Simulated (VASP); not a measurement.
Zr5Cu5Ag6: single point with PBE

System: Zr5Cu5Ag6.

```
Ag Zr Cu
1.0
     6.48235    0.12200    0.21425
     0.12200    6.73630   -0.06512
     0.21425   -0.06512    6.37387
Ag Zr Cu
6 5 5
Cartesian
  5.4296 4.4372 0.9972
  1.0007 3.6375 5.4581
  5.5775 1.9227 4.5169
  2.4757 5.0605 1.3118
  2.0466 1.3806 4.3779
  3.7940 3.3292 5.9835
  0.6880 2.9880 2.8305
  2.0544 1.3774 1.0381
  3.9147 0.0685 2.7718
  4.4354 6.4985 5.4933
  0.4747 -0.4673 2.9295
  0.7167 6.5705 5.7107
  5.4571 4.5714 4.2766
  3.6197 2.9993 2.7675
  2.6118 4.9120 4.0725
  5.4653 1.8178 1.4286
```

```
Program             : VASP 6.6.1
Task                : single point
Functional          : PBE
Potentials or basis : VASP PAW PBE potentials, release 64 (Ag, Zr_sv, Cu)
Cutoff              : 400 eV
k mesh              : 1 × 1 × 1, shifted
Occupations         : fermi-dirac, width 0.1396 eV
Spin                : no spin polarisation
```

| Item | Value |
| --- | --- |
| Pressure | 7.4 GPa |
| Largest force | 3.652 eV/Å |
| Band gap on the k mesh | zero (an odd number of electrons rules out a gap without spin polarisation) |

Forces in eV/Å, atoms in the order of the input:
```
Ag   0.273  1.416  1.591
Ag   0.359  0.057  1.490
Ag  -1.233 -0.591  1.290
Ag  -0.543 -0.525 -0.673
Ag   1.204 -0.462  0.887
Ag  -0.611 -1.088 -1.265
Zr   1.281  1.140 -3.224
Zr  -0.053  0.828 -0.684
Zr   1.209  0.274 -0.661
Zr  -0.623 -0.223  2.199
Zr  -0.934  0.609 -0.014
Cu  -0.465 -0.896  0.428
Cu  -0.756  0.035 -0.517
Cu   0.337  0.063  0.173
Cu   0.582  0.186 -0.193
Cu  -0.027 -0.822 -0.827
```

Stress tensor (GPa, compression positive):
```
 7.56  1.62 -2.49
 1.62  7.72  1.50
-2.49  1.50  7.03
```

Levels at points of the mesh, in eV from the Fermi level:
```csv
k point,band 86,band 87,band 88,band 89,band 90,band 91,band 92,band 93,band 94,band 95
"(0.25, 0.25, 0.25)",-0.96,-0.87,-0.65,-0.49,-0.21,0.05,0.23,0.29,0.54,0.69
```

It took 73 s on 1 thread of Intel(R) Xeon(R) Platinum 8488C (Sapphire Rapids), with other jobs on the host, peak memory 0.27 GiB.

Caveat: the atoms stand as in a frame of molecular dynamics.
